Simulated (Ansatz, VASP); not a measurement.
# ZnSe in VASP and in Ansatz

```xyz
2
Lattice="0.0000 2.6820 2.6820 2.6820 0.0000 2.6820 2.6820 2.6820 0.0000" Properties=species:S:1:pos:R:3 pbc="T T T"
Zn    0.0000    0.0000    0.0000
Se    1.3410    1.3410    1.3410
```

Change from the starting cell: hydrostatic strain -5.3%.

Alike in both runs: task single point; functional r2SCAN; k mesh 8 × 8 × 8; no spin polarisation.

```csv
,VASP,Ansatz
version,VASP 6.6.1,Ansatz 0.2.0
potentials or method,"VASP PAW PBE potentials, release 64 (Zn, Se)","plane waves, PAW"
plane-wave cutoff (eV),520,500
occupations,"gaussian, width 0.01 eV",fixed
valence electrons in the cell,18,28
```

VASP gave:

- gap on the k mesh at the Fermi level (eV): 2.63
- pressure (GPa): 15.6

Problem. What did Ansatz give for the same quantities?

Solution. gap on the k mesh at the Fermi level (eV): 2.61; pressure (GPa): 15.4.

VASP's potentials were made for PBE, not for r2SCAN. VASP's potentials hold 18 valence electrons a cell and Ansatz's 28, so a difference there can come from the potentials and not from the codes.
